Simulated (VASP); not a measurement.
# SnO2 (Fm-3m) in VASP: notebook

SnO2 is run at these levels: B3LYP, HSE06, revPBE; tasks: single point, relaxation of cell and atoms.

Everything below comes from runs of VASP 6.6.1. Logs are shortened: lines on timing, memory, paths and dates and some standing lists are left out, and cuts for length are marked.

### Step 1. The cell of the first run

Symmetry: Fm-3m, No. 225, cubic system. The conventional cell has a = 5.148 Å, b = 5.148 Å, c = 5.148 Å, α = 90.00°, β = 90.00°, γ = 90.00°. Within 2.9 Å of Sn (site symmetry m-3m) lie 8 O at 2.23 Å. Within 2.9 Å of O (site symmetry -43m) lie 4 Sn at 2.23 Å and 6 O at 2.57 Å.

### Step 2. Single point, B3LYP

POSCAR reads:

```
SnO2
1.0
    0.0000000000      2.5741500000      2.5741500000
    2.5741500000      0.0000000000      2.5741500000
    2.5741500000      2.5741500000      0.0000000000
Sn O
1 2
Direct
    0.0000000000      0.0000000000      0.0000000000
    0.7500000000      0.7500000000      0.7500000000
    0.2500000000      0.2500000000      0.2500000000
```

INCAR.step1 reads:

```
SYSTEM = SnO2
PREC = Accurate
ENCUT = 520
EDIFF = 1E-5
ISMEAR = -1
SIGMA = 0.05
LREAL = .FALSE.
LASPH = .TRUE.
NELM = 100
ALGO = Normal
ISIF = 2
LWAVE = .TRUE.
GGA = PE
NBANDS = 20
```

INCAR.step2 reads:

```
SYSTEM = SnO2
PREC = Accurate
ENCUT = 520
EDIFF = 1E-6
ISMEAR = -1
SIGMA = 0.05
LREAL = .FALSE.
LASPH = .TRUE.
NELM = 100
ALGO = Normal
ISIF = 2
LWAVE = .FALSE.
LCHARG = .TRUE.
GGA = B3
LHFCALC = .TRUE.
AEXX = 0.2
AGGAX = 0.72
AGGAC = 0.81
ALDAC = 0.19
PRECFOCK = Normal
LELF = .TRUE.
LVHAR = .TRUE.
ISTART = 1
NBANDS = 20
```

KPOINTS reads:

```
regular mesh
0
G
  5 5 5
  0 0 0
```

Potentials or basis: VASP PAW PBE potentials, release 64 (Sn_d, O).

On the command line:

```sh
$ cat potpaw_PBE.64/Sn_d/POTCAR potpaw_PBE.64/O/POTCAR > POTCAR
$ cp INCAR.step1 INCAR
$ mpirun -np 1 vasp_std > vasp.out
$ cp INCAR.step2 INCAR
$ mpirun -np 1 vasp_std > vasp.out
```

OUTCAR:

```text
SYSTEM = SnO2
   PREC = Accurate
   ENCUT = 520
   EDIFF = 1E-6
   ISMEAR = -1
   LREAL = .FALSE.
   LASPH = .TRUE.
   NELM = 100
   ISIF = 2
   GGA = B3
   LHFCALC = .TRUE.
   AEXX = 0.2
   PRECFOCK = Normal
   ISTART = 1

 ion  position               nearest neighbor table
   1  0.000  0.000  0.000-   2 2.23   3 2.23   2 2.23   2 2.23   2 2.23   3 2.23   3 2.23   3 2.23

   2  0.750  0.750  0.750-   1 2.23   1 2.23   1 2.23   1 2.23
   3  0.250  0.250  0.250-   1 2.23   1 2.23   1 2.23   1 2.23

  LATTYP: Found a face centered cubic cell.
 ALAT       =     5.1483000000

  Lattice vectors:

 A1 = (   0.0000000000,   2.5741500000,   2.5741500000)
 A2 = (   2.5741500000,   0.0000000000,   2.5741500000)
 A3 = (   2.5741500000,   2.5741500000,   0.0000000000)

Analysis of symmetry for initial positions (statically):
=====================================================================
 Subroutine PRICEL returns:
 Original cell was already a primitive cell.

 Routine SETGRP: Setting up the symmetry group for a
 face centered cubic supercell.

 Subroutine GETGRP returns: Found 48 space group operations
 (whereof 48 operations were pure point group operations)
 out of a pool of 48 trial point group operations.

The static configuration has the point symmetry O_h .

Analysis of symmetry for dynamics (positions and initial velocities):
=====================================================================
 Subroutine PRICEL returns:
 Original cell was already a primitive cell.

 Routine SETGRP: Setting up the symmetry group for a
 face centered cubic supercell.

 Subroutine GETGRP returns: Found 48 space group operations
 (whereof 48 operations were pure point group operations)
 out of a pool of 48 trial point group operations.

The dynamic configuration has the point symmetry O_h .

 Subroutine INISYM returns: Found 48 space group operations
 (whereof 48 operations are pure point group operations),
 and found     1 'primitive' translations

----------------------------------------------------------------------------------------

                                     Primitive cell

  volume of cell :      34.1139

  direct lattice vectors                    reciprocal lattice vectors
     0.000000000  2.574150000  2.574150000    -0.194238875  0.194238875  0.194238875
     2.574150000  0.000000000  2.574150000     0.194238875 -0.194238875  0.194238875
     2.574150000  2.574150000  0.000000000     0.194238875  0.194238875 -0.194238875

  length of vectors
     3.640397842  3.640397842  3.640397842     0.336431600  0.336431600  0.336431600

  position of ions in fractional coordinates (direct lattice)
     0.000000000  0.000000000  0.000000000
     0.750000000  0.750000000  0.750000000
     0.250000000  0.250000000  0.250000000

  ion indices of the primitive-cell ions
   primitive index   ion index
                 1           1
                 2           2
                 3           3

----------------------------------------------------------------------------------------

 KPOINTS: regular mesh

Automatic generation of k-mesh.
 Grid dimensions read from file:
 generate k-points for:    5    5    5

 Generating k-lattice:

  Cartesian coordinates                     Fractional coordinates (reciprocal lattice)
    -0.038847775  0.038847775  0.038847775     0.200000000  0.000000000  0.000000000
     0.038847775 -0.038847775  0.038847775     0.000000000  0.200000000  0.000000000
     0.038847775  0.038847775 -0.038847775     0.000000000  0.000000000  0.200000000

  Length of vectors
     0.067286320  0.067286320  0.067286320

  Shift w.r.t. Gamma in fractional coordinates (k-lattice)
     0.000000000  0.000000000  0.000000000

 Subroutine IBZKPT returns following result:
 ===========================================

 Found     10 irreducible k-points:

 Following reciprocal coordinates:
            Coordinates               Weight
  0.000000  0.000000  0.000000      1.000000
  0.200000  0.000000  0.000000      8.000000
  0.400000  0.000000  0.000000      8.000000
  0.200000  0.200000  0.000000      6.000000
  0.400000  0.200000  0.000000     24.000000
 -0.400000  0.200000  0.000000     24.000000
 -0.200000  0.200000  0.000000     12.000000
  0.400000  0.400000  0.000000      6.000000
 -0.400000  0.400000  0.000000     12.000000
 -0.400000  0.400000  0.200000     24.000000
   k-points           NKPTS =     10   k-points in BZ     NKDIM =    125   number of bands    NBANDS=     20
   number of dos      NEDOS =    301   number of ions     NIONS =      3
   total plane-waves  NPLWV =  21952
   dimension x,y,z NGX =    28 NGY =   28 NGZ =   28
   dimension x,y,z NGXF=    56 NGYF=   56 NGZF=   56
   ions per type =               1   2
   NGX,Y,Z   is equivalent  to a cutoff of  12.79, 12.79, 12.79 a.u.
   NGXF,Y,Z  is equivalent  to a cutoff of  25.57, 25.57, 25.57 a.u.
 SYSTEM =  SnO2
   PREC   = accura    normal or accurate (medium, high low for compatibility)
   ISTART =      1    job   : 0-new  1-cont  2-samecut
   ICHARG =      0    charge: 1-file 2-atom 10-const
   ISPIN  =      1    spin polarized calculation?
   LNONCOLLINEAR =      F non collinear calculations
   LSORBIT =      F    spin-orbit coupling
   LASPH  =      T    aspherical Exc in radial PAW
   ENCUT  =  520.0 eV  38.22 Ry    6.18 a.u.   6.77  6.77  6.77*2*pi/ulx,y,z
   NELM   =    100;   NELMIN=  2; NELMDL=  0     # of ELM steps
   EDIFF  = 0.1E-05   stopping-criterion for ELM
   LREAL  =      F    real-space projection
   EDIFFG = 0.1E-04   stopping-criterion for IOM
   NSW    =      0    number of steps for IOM
   IBRION =     -1    ionic relax: 0-MD 1-quasi-New 2-CG
   NFREE  =      0    steps in history (QN), initial steepest desc. (CG)
   ISIF   =      2    stress and relaxation
   ISYM   =      3    0-nonsym 1-usesym 2-fastsym
   POTIM  = 0.5000    time-step for ionic-motion
   TEBEG  =    0.0;   TEEND  =   0.0 temperature during run
   PSTRESS=    0.0 pullay stress
   NELECT =      26.0000    total number of electrons
   NUPDOWN=      -1.0000    fix difference up-down
   EMIN   =  10.00;   EMAX   =-10.00  energy-range for DOS
   EFERMI =   0.00;   METHOD = LEGACY
   ISMEAR =    -1;   SIGMA  =   0.05  broadening in eV -4-tet -1-fermi 0-gaus
   EFERMI_NEDOS =   21; number of points for ismear=-14 and -15
   IALGO  =     38    algorithm
   IMIX   =      1    mixing-type and parameters
     AMIX     =   0.40;   BMIX     =  1.00
     AMIX_MAG =   1.60;   BMIX_MAG =  1.00
  volume/ion in A,a.u.               =      11.37        76.74
  Fermi-wavevector in a.u.,A,eV,Ry     =   1.495393  2.825884 30.425363  2.236201
  Thomas-Fermi vector in A             =   2.607544
   LORBIT       =      0    0 simple, 1 ext, 2 COOP (PROOUT), +10 PAW based schemes
   GGA     = B3    functional components
   LHFCALC =     T    Hartree Fock is set to
   PRECFOCK=normal    Normal, Fast or Accurate (Low or Medium for compatibility)
   ENCUT4O =  -1.0   cutoff for four orbital integrals eV
   NKREDX  =     1    reduce k-point grid by
   NKREDY  =     1    reduce k-point grid by
   NKREDZ  =     1    reduce k-point grid by
   AEXX    =    0.2000 exact exchange contribution
   HFSCREEN=    0.0000 screening length (either q_TF or 0.3 A-1)
   HFSCREENC=   0.0000 screening length for correlation (either q_TF or 0.3 A-1)
   ENCUTFOCK=  -1.0 apply spherical cutoff to Coloumb kernel
   IVDW    =     0    specifies the selected vdW correction
   LEPSILON=     F    determine dielectric tensor
   LRPA    =     F    only Hartree local field effects (RPA)
 non-spin polarized calculation
  energy-cutoff  :      520.00
  volume of cell :       34.11
 maximum number of plane-waves:       941
  NGX = 24; NGY = 24; NGZ = 24

 number of electron      25.9999992 magnetization

 Free energy of the ion-electron system (eV)
  ---------------------------------------------------
  ext. energy  EPLUGINS =         0.00000000
  ---------------------------------------------------
  free energy    TOTEN  =       -21.99113829 eV

  energy without entropy =      -21.99113828  energy(sigma->0) =      -21.99113828

 E-fermi :   7.0673     XC(G=0):  -9.3534

 val. band max:        6.1837889553   @ k =  -0.4000   0.4000   0.0000
 cond. band min:       7.8052191878   @ k =   0.0000   0.0000   0.0000
 fundamental gap:      1.6214302325
 Fermi energy:         7.0673050822

 k-point     1 :       0.0000    0.0000    0.0000
  band No.  band energies     occupation
      1     -15.5701      2.00000
      2     -15.5701      2.00000
      3     -15.5701      2.00000
      4     -15.4084      2.00000
      5     -15.4084      2.00000
      6     -14.2420      2.00000
[... 12 lines left out ...]
     19      23.6957      0.00000
     20      23.6957      0.00000

 k-point     2 :       0.2000    0.0000    0.0000
  band No.  band energies     occupation
      1     -15.7094      2.00000
      2     -15.5465      2.00000
      3     -15.5465      2.00000
      4     -15.4078      2.00000
      5     -15.4078      2.00000
      6     -13.8273      2.00000
[... 12 lines left out ...]
     19      23.7897      0.00000
     20      23.8293      0.00000

 k-point     3 :       0.4000    0.0000    0.0000
  band No.  band energies     occupation
      1     -15.9523      2.00000
      2     -15.5238      2.00000
      3     -15.5238      2.00000
      4     -15.3907      2.00000
      5     -15.3907      2.00000
      6     -12.6672      2.00000
[... 12 lines left out ...]
     19      23.7928      0.00000
     20      24.0995      0.00000

 k-point     4 :       0.2000    0.2000    0.0000
  band No.  band energies     occupation
      1     -15.7576      2.00000
      2     -15.5213      2.00000
      3     -15.5213      2.00000
      4     -15.4284      2.00000
      5     -15.3957      2.00000
      6     -13.7501      2.00000
[... 107 lines left out ...]
 k-point     9 :      -0.4000    0.4000    0.0000
  band No.  band energies     occupation
      1     -16.0008      2.00000
      2     -15.5737      2.00000
      3     -15.4568      2.00000
      4     -15.4371      2.00000
      5     -15.3839      2.00000
      6     -12.1758      2.00000
[... 12 lines left out ...]
     19      25.6843      0.00000
     20      26.5824      0.00000

 k-point    10 :      -0.4000    0.4000    0.2000
  band No.  band energies     occupation
      1     -15.8889      2.00000
      2     -15.7067      2.00000
      3     -15.4430      2.00000
      4     -15.4417      2.00000
      5     -15.3940      2.00000
      6     -12.0507      2.00000
[... 12 lines left out ...]
     19      24.9026      0.00000
     20      27.3091      0.00000

------------------------ aborting loop because EDIFF is reached ----------------------------------------

  FORCE on cell =-STRESS in cart. coord.  units (eV):
  Direction    XX          YY          ZZ          XY          YZ          ZX
  --------------------------------------------------------------------------------------
  -------------------------------------------------------------------------------------
  Total       -0.9861731     -0.9861731     -0.9861731      0.0000000     -0.0000000      0.0000000
  in kB      -46.3161230    -46.3161230    -46.3161230      0.0000000     -0.0000000      0.0000000
  external PRESSURE =     -46.3161230 kB  Pullay stress =       0.0000000 kB

 VOLUME and BASIS-vectors are now :
 -----------------------------------------------------------------------------
  energy-cutoff  :      520.00
  volume of cell :       34.11
      direct lattice vectors                 reciprocal lattice vectors
     0.000000000  2.574150000  2.574150000    -0.194238875  0.194238875  0.194238875
     2.574150000  0.000000000  2.574150000     0.194238875 -0.194238875  0.194238875
     2.574150000  2.574150000  0.000000000     0.194238875  0.194238875 -0.194238875

 POSITION                                       TOTAL-FORCE (eV/Angst)
 -----------------------------------------------------------------------------------
      0.00000      0.00000      0.00000         0.000000      0.000000      0.000000
      3.86123      3.86123      3.86123         0.000000      0.000000      0.000000
      1.28707      1.28707      1.28707        -0.000000     -0.000000     -0.000000
 -----------------------------------------------------------------------------------
    total drift:                               -0.000000     -0.000000      0.000000

  FREE ENERGIE OF THE ION-ELECTRON SYSTEM (eV)
  ---------------------------------------------------
  free  energy   TOTEN  =       -21.9911382886 eV

  energy  without entropy=      -21.9911382777  energy(sigma->0) =      -21.99113828
```

It took 30 min on 1 thread of Intel Xeon Platinum 8259CL at 2.50GHz (Skylake/Cascade Lake), shared host; peak memory 0.19 GiB.

Results:

```
Free energy            : -21.9911 eV
Pressure               : -4.6 GPa
Band gap on the k mesh : 1.62 eV (least direct gap 2.83 eV)
```

Caveat: the k points lie up to 0.42 Å⁻¹ apart; the PAW data sets were made with another functional, which shifts forces and pressure a little; spin-orbit coupling is left out, which moves the levels of the heavy elements; an odd mesh through Γ misses points on the zone boundary, where band edges can lie.

### Step 3. Single point, HSE06

POSCAR is that of step 2.

INCAR.step1 reads:

```
SYSTEM = SnO2
PREC = Accurate
ENCUT = 520
EDIFF = 1E-5
ISMEAR = -1
SIGMA = 0.05
LREAL = .False.
LASPH = .True.
NELM = 100
ALGO = Normal
ISIF = 2
LWAVE = .True.
GGA = PE
NBANDS = 20
```

INCAR.step2 reads:

```
SYSTEM = SnO2
PREC = Accurate
ENCUT = 520
EDIFF = 1E-6
ISMEAR = -1
SIGMA = 0.05
LREAL = .False.
LASPH = .True.
NELM = 100
ALGO = Normal
ISIF = 2
LWAVE = .False.
LCHARG = .True.
GGA = PE
LHFCALC = .True.
HFSCREEN = 0.2079
PRECFOCK = Normal
LELF = .True.
LVHAR = .True.
ISTART = 1
NBANDS = 20
```

KPOINTS reads:

```
Automatic mesh
0
Gamma
  5 5 5
  0 0 0
```

Potentials or basis: VASP PAW PBE potentials, release 64 (Sn_d, O).

On the command line:

```sh
$ cat potpaw_PBE.64/Sn_d/POTCAR potpaw_PBE.64/O/POTCAR > POTCAR
$ cp INCAR.step1 INCAR
$ mpirun -np 1 vasp_std > vasp.out
$ cp INCAR.step2 INCAR
$ mpirun -np 1 vasp_std > vasp.out
```

OUTCAR:

```text
SYSTEM = SnO2
   PREC = Accurate
   ENCUT = 520
   EDIFF = 1E-6
   ISMEAR = -1
   LREAL = .False.
   LASPH = .True.
   NELM = 100
   ISIF = 2
   GGA = PE
   LHFCALC = .True.
   HFSCREEN = 0.2079
   PRECFOCK = Normal
   ISTART = 1

 ion  position               nearest neighbor table
   1  0.000  0.000  0.000-   2 2.23   3 2.23   2 2.23   2 2.23   2 2.23   3 2.23   3 2.23   3 2.23

   2  0.750  0.750  0.750-   1 2.23   1 2.23   1 2.23   1 2.23
   3  0.250  0.250  0.250-   1 2.23   1 2.23   1 2.23   1 2.23

  LATTYP: Found a face centered cubic cell.
 ALAT       =     5.1483000000

  Lattice vectors:

 A1 = (   0.0000000000,   2.5741500000,   2.5741500000)
 A2 = (   2.5741500000,   0.0000000000,   2.5741500000)
 A3 = (   2.5741500000,   2.5741500000,   0.0000000000)

Analysis of symmetry for initial positions (statically):
=====================================================================
 Subroutine PRICEL returns:
 Original cell was already a primitive cell.

 Routine SETGRP: Setting up the symmetry group for a
 face centered cubic supercell.

[... 156 lines left out ...]
  free energy    TOTEN  =       -22.71032726 eV

  energy without entropy =      -22.71032697  energy(sigma->0) =      -22.71032712

 E-fermi :   6.8782     XC(G=0):  -9.5483

 val. band max:        6.1738128233   @ k =  -0.4000   0.4000   0.0000
 cond. band min:       7.4404302195   @ k =   0.0000   0.0000   0.0000
 fundamental gap:      1.2666173962
 Fermi energy:         6.8782420068

 k-point     1 :       0.0000    0.0000    0.0000
  band No.  band energies     occupation
      1     -15.8897      2.00000
      2     -15.8897      2.00000
      3     -15.8897      2.00000
      4     -15.7272      2.00000
      5     -15.7272      2.00000
      6     -14.7172      2.00000
[... 219 lines left out ...]
     19      24.4351      0.00000
     20      26.8107      0.00000

------------------------ aborting loop because EDIFF is reached ----------------------------------------

  FORCE on cell =-STRESS in cart. coord.  units (eV):
  Direction    XX          YY          ZZ          XY          YZ          ZX
  --------------------------------------------------------------------------------------
  -------------------------------------------------------------------------------------
  Total       -2.4862632     -2.4862632     -2.4862632     -0.0000000     -0.0000000      0.0000000
  in kB     -116.7686153   -116.7686153   -116.7686153     -0.0000000     -0.0000000      0.0000000
  external PRESSURE =    -116.7686153 kB  Pullay stress =       0.0000000 kB

 VOLUME and BASIS-vectors are now :
 -----------------------------------------------------------------------------
  energy-cutoff  :      520.00
  volume of cell :       34.11
      direct lattice vectors                 reciprocal lattice vectors
     0.000000000  2.574150000  2.574150000    -0.194238875  0.194238875  0.194238875
     2.574150000  0.000000000  2.574150000     0.194238875 -0.194238875  0.194238875
     2.574150000  2.574150000  0.000000000     0.194238875  0.194238875 -0.194238875

 POSITION                                       TOTAL-FORCE (eV/Angst)
 -----------------------------------------------------------------------------------
      0.00000      0.00000      0.00000         0.000000      0.000000      0.000000
      3.86123      3.86123      3.86123        -0.000000     -0.000000      0.000000
      1.28707      1.28707      1.28707         0.000000      0.000000     -0.000000
 -----------------------------------------------------------------------------------
    total drift:                               -0.000000     -0.000001      0.000001

  FREE ENERGIE OF THE ION-ELECTRON SYSTEM (eV)
  ---------------------------------------------------
  free  energy   TOTEN  =       -22.7103272642 eV

  energy  without entropy=      -22.7103269724  energy(sigma->0) =      -22.71032712
```

OUTCAR.step1:

```text
SYSTEM = SnO2
   PREC = Accurate
   ENCUT = 520
   EDIFF = 1E-5
   ISMEAR = -1
   LREAL = .False.
   LASPH = .True.
[... 437 lines left out ...]
      0.00000      0.00000      0.00000        -0.000000      0.000000     -0.000000
      3.86123      3.86123      3.86123        -0.000000     -0.000000     -0.000000
      1.28707      1.28707      1.28707         0.000000      0.000000      0.000000
 -----------------------------------------------------------------------------------
    total drift:                               -0.000000     -0.000000      0.000000

  FREE ENERGIE OF THE ION-ELECTRON SYSTEM (eV)
  ---------------------------------------------------
  free  energy   TOTEN  =       -17.9153585389 eV

  energy  without entropy=      -17.9118244197  energy(sigma->0) =      -17.91359148
```

Run time: 33 min. Hardware: 1 thread of Intel Xeon Platinum 8259CL at 2.50GHz (Skylake/Cascade Lake), shared host; peak memory 0.27 GiB.

Results:

| Quantity | Value |
| --- | --- |
| Free energy | -22.7103 eV |
| Pressure | -11.7 GPa |
| Band gap on the k mesh | 1.27 eV (least direct gap 2.52 eV) |

Levels at points of the mesh, in eV from the valence-band top:
```
           k point  band 10  band 11  band 12  band 13  band 14  band 15  band 16  band 17
(0.00, 0.00, 0.00)    -2.91    -1.26    -1.26    -1.26     1.27     8.72     8.72     8.72
```

Caveat: the k points lie up to 0.42 Å⁻¹ apart; the PAW data sets were made with another functional, which shifts forces and pressure a little; spin-orbit coupling is left out, which moves the levels of the heavy elements; an odd mesh through Γ misses points on the zone boundary, where band edges can lie.

[end of part 1 of 2]

The gap in the log of VASP goes by the Fermi energy; the results here count the filled bands.